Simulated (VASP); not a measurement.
# Li (P1) in VASP: further runs

The runs below take Li through single point, with PBE.

All numbers are computed with VASP 6.6.1; they aren't measurements. Logs are shortened: lines on timing, memory, paths and dates and some standing lists are left out, and cuts for length are marked.

### 1 The cell of the first run

The typed cell holds 16 atoms: a = 7.205 Å, b = 7.205 Å, c = 7.205 Å, α = 90.00°, β = 90.00°, γ = 90.00°.

### 2 Single point, PBE

File INCAR:

```
PREC = Accurate ; ENCUT = 650
EDIFF = 1E-6 ; ISMEAR = -1
SIGMA = 0.11 ; LREAL = F
LASPH = T ; NELM = 120
ALGO = Normal ; ISIF = 2
LWAVE = F ; LCHARG = T
GGA = PE ; LELF = T
LVHAR = T ; NBANDS = 38
GGA_COMPAT = F
```

File KPOINTS:

```
Automatic mesh
0
Gamma
  2 2 2
```

File POSCAR:

```
Li
1.0
    7.2053150000      0.0000000000      0.0000000000
    0.0000000000      7.2053150000      0.0000000000
    0.0000000000      0.0000000000      7.2053150000
Li
16
Direct
    0.0025814277     -0.0793164490      0.0226221893
    0.5482897000     -0.0058984236     -0.0463963061
   -0.0107698276      0.4347346369     -0.0377637896
   -0.0480339860     -0.0211649317      0.5626263390
    0.2992513166      0.2265688592      0.3520456774
    0.4763844468      0.4729980577      0.0694626120
    0.5184367373     -0.0244264130      0.5602530909
    0.7389961438      0.2725488060      0.2685656352
   -0.0088406961      0.5170211157      0.4691120374
    0.2408361050      0.7451721403      0.2963090441
    0.2796685502      0.2983075688      0.6890469050
    0.4740944705      0.4854194438      0.4600631617
    0.7664064652      0.7262555489      0.2713968786
    0.6775276306      0.2955734760      0.6683816044
    0.2838460220      0.7557615455      0.7084076130
    0.7299889040      0.6956115035      0.7777175599
```

Potentials or basis: VASP PAW PBE potentials, release 64 (Li_sv).

Launch:

```console
$ cat potpaw_PBE.64/Li_sv/POTCAR > POTCAR
$ mpirun -np 1 vasp_std > vasp.out
```

OUTCAR:

```text
PREC = Accurate
   ENCUT = 650
   EDIFF = 1E-6
   ISMEAR = -1
   LREAL = F
   LASPH = T
   NELM = 120
   ISIF = 2
   GGA = PE

 ion  position               nearest neighbor table
   1  0.003  0.921  0.023-
   2  0.548  0.994  0.954-
   3  0.989  0.435  0.962-
   4  0.952  0.979  0.563-
   5  0.299  0.227  0.352-  12 2.38  11 2.49
   6  0.476  0.473  0.069-
   7  0.518  0.976  0.560-  15 2.55
   8  0.739  0.273  0.269-
   9  0.991  0.517  0.469-
  10  0.241  0.745  0.296-
  11  0.280  0.298  0.689-   5 2.49  12 2.55
  12  0.474  0.485  0.460-   5 2.38  14 2.50  11 2.55
  13  0.766  0.726  0.271-
  14  0.678  0.296  0.668-  12 2.50
  15  0.284  0.756  0.708-   7 2.55
  16  0.730  0.696  0.778-

  LATTYP: Found a simple cubic cell.
 ALAT       =     7.2053150000

  Lattice vectors:

 A1 = (   7.2053150000,   0.0000000000,   0.0000000000)
 A2 = (   0.0000000000,   7.2053150000,   0.0000000000)
 A3 = (   0.0000000000,   0.0000000000,   7.2053150000)

Analysis of symmetry for initial positions (statically):
=====================================================================
 Subroutine PRICEL returns:
 Original cell was already a primitive cell.

 Routine SETGRP: Setting up the symmetry group for a
 simple cubic supercell.

 Subroutine GETGRP returns: Found  1 space group operations
 (whereof  1 operations were pure point group operations)
 out of a pool of 48 trial point group operations.

The static configuration has the point symmetry C_1 .

Analysis of symmetry for dynamics (positions and initial velocities):
=====================================================================
 Subroutine PRICEL returns:
 Original cell was already a primitive cell.

 Routine SETGRP: Setting up the symmetry group for a
 simple cubic supercell.

 Subroutine GETGRP returns: Found  1 space group operations
 (whereof  1 operations were pure point group operations)
 out of a pool of 48 trial point group operations.

The dynamic configuration has the point symmetry C_1 .

[... 103 lines left out ...]
   ISPIN  =      1    spin polarized calculation?
   LNONCOLLINEAR =      F non collinear calculations
   LSORBIT =      F    spin-orbit coupling
   LASPH  =      T    aspherical Exc in radial PAW
   ENCUT  =  650.0 eV  47.77 Ry    6.91 a.u.  14.98 14.98 14.98*2*pi/ulx,y,z
   NELM   =    120;   NELMIN=  2; NELMDL= -5     # of ELM steps
   EDIFF  = 0.1E-05   stopping-criterion for ELM
   LREAL  =      F    real-space projection
   EDIFFG = 0.1E-04   stopping-criterion for IOM
   NSW    =      0    number of steps for IOM
   IBRION =     -1    ionic relax: 0-MD 1-quasi-New 2-CG
   NFREE  =      0    steps in history (QN), initial steepest desc. (CG)
   ISIF   =      2    stress and relaxation
   ISYM   =      2    0-nonsym 1-usesym 2-fastsym
   POTIM  = 0.5000    time-step for ionic-motion
   TEBEG  =    0.0;   TEEND  =   0.0 temperature during run
   PSTRESS=    0.0 pullay stress
   NELECT =      48.0000    total number of electrons
   NUPDOWN=      -1.0000    fix difference up-down
   EMIN   =  10.00;   EMAX   =-10.00  energy-range for DOS
   EFERMI =   0.00;   METHOD = LEGACY
   ISMEAR =    -1;   SIGMA  =   0.11  broadening in eV -4-tet -1-fermi 0-gaus
   EFERMI_NEDOS =   21; number of points for ismear=-14 and -15
   IALGO  =     38    algorithm
   IMIX   =      4    mixing-type and parameters
     AMIX     =   0.40;   BMIX     =  1.00
     AMIX_MAG =   1.60;   BMIX_MAG =  1.00
  volume/ion in A,a.u.               =      23.38       157.77
  Fermi-wavevector in a.u.,A,eV,Ry     =   0.825725  1.560395  9.276756  0.681822
  Thomas-Fermi vector in A             =   1.937634
   LORBIT       =      0    0 simple, 1 ext, 2 COOP (PROOUT), +10 PAW based schemes
   GGA     = PE    functional components
   LHFCALC =     F    Hartree Fock is set to
   AEXX    =    0.0000 exact exchange contribution
   IVDW    =     0    specifies the selected vdW correction
   LEPSILON=     F    determine dielectric tensor
   LRPA    =     F    only Hartree local field effects (RPA)
 non-spin polarized calculation
  energy-cutoff  :      650.00
  volume of cell :      374.08
 maximum number of plane-waves:     14094
 NGX is ok and might be reduce to    60
   NGX = 29   NGY = 29   NGZ = 29

 number of electron      48.0000011 magnetization

 Free energy of the ion-electron system (eV)
  ---------------------------------------------------
  ext. energy  EPLUGINS =         0.00000000
  ---------------------------------------------------
  free energy    TOTEN  =       -28.62259139 eV

  energy without entropy =      -28.24654235  energy(sigma->0) =      -28.43456687

 E-fermi :   0.0599     XC(G=0):  -6.6585

 val. band max:        0.0334099886   @ k =   0.0000   0.5000   0.5000
 cond. band min:       0.0821936052   @ k =   0.0000   0.5000   0.5000
 fundamental gap:      0.0487836166
 Fermi energy:         0.0598990504

 k-point     1 :       0.0000    0.0000    0.0000
  band No.  band energies     occupation
      1     -47.0781      2.00000
      2     -47.0273      2.00000
      3     -46.8256      2.00000
      4     -46.6255      2.00000
      5     -46.6143      2.00000
      6     -46.5978      2.00000
[... 301 lines left out ...]
     35       2.9494      0.00000
     36       3.0673      0.00000
 [bands above 36 left out]

------------------------ aborting loop because EDIFF is reached ----------------------------------------

  FORCE on cell =-STRESS in cart. coord.  units (eV):
  Direction    XX          YY          ZZ          XY          YZ          ZX
  --------------------------------------------------------------------------------------
  -------------------------------------------------------------------------------------
  Total       -1.4679236     -1.5751856     -0.4808585      0.2271878     -0.8441085      0.2874879
  in kB       -6.2871690     -6.7465755     -2.0595338      0.9730536     -3.6153466      1.2313207
  external PRESSURE =      -5.0310928 kB  Pullay stress =       0.0000000 kB

 VOLUME and BASIS-vectors are now :
 -----------------------------------------------------------------------------
  energy-cutoff  :      650.00
  volume of cell :      374.08
      direct lattice vectors                 reciprocal lattice vectors
     7.205315000  0.000000000  0.000000000     0.138786438  0.000000000  0.000000000
     0.000000000  7.205315000  0.000000000     0.000000000  0.138786438  0.000000000
     0.000000000  0.000000000  7.205315000     0.000000000  0.000000000  0.138786438

 POSITION                                       TOTAL-FORCE (eV/Angst)
 -----------------------------------------------------------------------------------
      0.01860      6.63382      0.16300         0.062690      0.290097     -0.186742
      3.95060      7.16281      6.87101        -0.137790      0.223612      0.347956
      7.12771      3.13240      6.93322         0.079059      0.082861      0.155665
      6.85922      7.05282      4.05390         0.131514      0.160344     -0.048986
      2.15620      1.63250      2.53660        -0.488948     -0.633902     -0.774062
      3.43250      3.40810      0.50050        -0.085911      0.154058     -0.483937
[... 8 lines left out ...]
      2.04520      5.44550      5.10430        -0.296672     -0.397603      0.301682
      5.25980      5.01210      5.60370        -0.030109     -0.205030     -0.165552
 -----------------------------------------------------------------------------------
    total drift:                               -0.000660      0.001039      0.002982

  FREE ENERGIE OF THE ION-ELECTRON SYSTEM (eV)
  ---------------------------------------------------
  free  energy   TOTEN  =       -28.6225913874 eV

  energy  without entropy=      -28.2465423520  energy(sigma->0) =      -28.43456687
```

stdout:

```text
POSCAR found type information on POSCAR Li
 POSCAR found :  1 types and      16 ions
 scaLAPACK will be used
 LDA part: xc-table for (Slater+PW92), standard interpolation
 POSCAR, INCAR and KPOINTS ok, starting setup
 FFT: planning ... GRIDC
 FFT: planning ... GRID_SOFT
 FFT: planning ... GRID
 WAVECAR not read
 entering main loop
```

Wall time 86 s (1 thread of Intel Xeon 6975P-C (Granite Rapids), shared host); peak memory 0.51 GiB.

What came out:

* Free energy: -28.6226 eV
* Pressure: -0.5 GPa
* Largest force: 1.114 eV/Å
* Band gap on the k mesh: zero (band 24 reaches 0.45 eV, above the bottom of band 25 at -0.19 eV)

Forces in eV/Å, atoms in the order of the input:
```
Li   0.063  0.290 -0.187
Li  -0.138  0.224  0.348
Li   0.079  0.083  0.156
Li   0.132  0.160 -0.049
Li  -0.489 -0.634 -0.774
Li  -0.086  0.154 -0.484
Li   0.221 -0.027 -0.556
Li   0.150 -0.385 -0.017
Li   0.147 -0.200  0.301
Li   0.119  0.152 -0.151
Li  -0.299 -0.214  0.759
Li   0.438  0.950  0.112
Li  -0.410  0.096 -0.026
Li   0.400 -0.046  0.433
Li  -0.297 -0.398  0.302
Li  -0.030 -0.205 -0.166
```

Stress tensor (GPa, compression positive):
```
-0.63  0.10  0.12
 0.10 -0.67 -0.36
 0.12 -0.36 -0.21
```

Caveat: the k points lie up to 0.44 Å⁻¹ apart; forces of over 1 eV/Å act on the atoms, so gaps and moduli don't describe the material at rest.

### 3 Single point, PBE

File INCAR:

```
SYSTEM = Li
PREC     = Accurate       ! precision mode
ENCUT    = 650            ! plane-wave cutoff, eV
EDIFF    = 1E-6           ! SCF threshold, eV
ISMEAR   = -1             ! smearing method
SIGMA    = 0.11           ! smearing width, eV
LREAL    = .FALSE.        ! projectors in reciprocal space
LASPH    = .TRUE.         ! aspherical terms in the spheres
NELM     = 120            ! most SCF steps
ALGO     = Normal         ! electronic algorithm
ISIF     = 2              ! what is computed and relaxed
LWAVE    = .FALSE.        ! write WAVECAR
LCHARG   = .FALSE.        ! write CHGCAR
GGA      = PE             ! functional
NBANDS   = 38             ! bands
GGA_COMPAT= .FALSE.
```

File KPOINTS:

```
regular mesh
0
G
  2 2 2
  0 0 0
```

File POSCAR:

```
Li
1.0
    7.2053150000      0.0000000000      0.0000000000
    0.0000000000      7.2053150000      0.0000000000
    0.0000000000      0.0000000000      7.2053150000
Li
16
Direct
   -0.0020956752     -0.0136010709     -0.0024010054
    0.5533692836     -0.0221503154     -0.0306579240
   -0.0002220583      0.4607015793     -0.0032198454
   -0.0619681443     -0.0497410592      0.5480537631
    0.3099517509      0.1775494895      0.3161971406
    0.4181635362      0.5301641913      0.0181255087
    0.5361458868     -0.0619265084      0.6025690757
    0.7762047877      0.2639301682      0.2582815602
   -0.0020262820      0.5462772967      0.5050022102
    0.2630974496      0.7881959359      0.2804596329
    0.1965354742      0.3259538271      0.7095734191
    0.4508754995      0.4955647324      0.4167340359
    0.7275601414      0.7014405338      0.2791272831
    0.6915311822      0.2714385145      0.6779856259
    0.2629725418      0.7087823364      0.7148334250
    0.7503905103      0.6556548881      0.7724575539
```

Potentials or basis: VASP PAW PBE potentials, release 64 (Li_sv).

Launch:

```console
$ cat potpaw_PBE.64/Li_sv/POTCAR > POTCAR
$ mpirun -np 1 vasp_std > vasp.out
```

Run time: 79 s. Hardware: 1 thread of Intel Xeon 6975P-C (Granite Rapids), shared host; peak memory 0.5 GiB.

It converged, with:

- Free energy: -28.7327 eV
- Pressure: -0.8 GPa
- Largest force: 0.747 eV/Å
- Band gap on the k mesh: zero (band 24 reaches 0.49 eV, above the bottom of band 25 at -0.24 eV)

Forces in eV/Å, atoms in the order of the input:
```
Li   0.038 -0.105 -0.154
Li  -0.119  0.078  0.387
Li   0.043  0.202  0.293
Li   0.217  0.224 -0.042
Li  -0.220 -0.052 -0.118
Li   0.270 -0.242 -0.069
Li  -0.160 -0.078 -0.639
Li  -0.151 -0.159  0.112
Li  -0.029 -0.190 -0.406
Li  -0.226 -0.008 -0.066
Li   0.292 -0.687 -0.009
Li   0.193  0.081  0.509
Li   0.005  0.323 -0.211
Li   0.097  0.246  0.183
Li  -0.095  0.286  0.163
Li  -0.156  0.083  0.066
```

Stress tensor (GPa, compression positive):
```
-1.36  0.12  0.01
 0.12 -0.20 -0.06
 0.01 -0.06 -0.80
```

Levels at points of the mesh, in eV from the Fermi level:
```csv
k point,band 20,band 21,band 22,band 23,band 24,band 25,band 26,band 27
"(0.00, 0.00, 0.00)",-0.98,-0.94,-0.87,-0.83,0.42,0.48,0.56,0.62
"(0.50, 0.00, 0.00)",-0.52,-0.52,-0.45,-0.41,-0.36,-0.31,-0.26,1.08
"(0.00, 0.50, 0.00)",-0.57,-0.52,-0.47,-0.40,-0.29,-0.20,-0.15,0.98
"(0.00, 0.00, 0.50)",-0.57,-0.54,-0.47,-0.39,-0.35,-0.18,-0.14,0.96
"(0.50, 0.50, 0.00)",-1.91,-0.18,-0.12,-0.04,0.12,0.17,0.29,0.44
"(0.00, 0.50, 0.50)",-1.90,-0.22,-0.21,0.00,0.05,0.08,0.32,0.58
"(0.50, 0.00, 0.50)",-1.97,-0.09,-0.06,0.00,0.09,0.18,0.29,0.33
"(0.50, 0.50, 0.50)",-1.53,-1.48,-1.42,-1.35,-1.24,1.73,1.87,1.94
```

Caveat: the k points lie up to 0.44 Å⁻¹ apart.
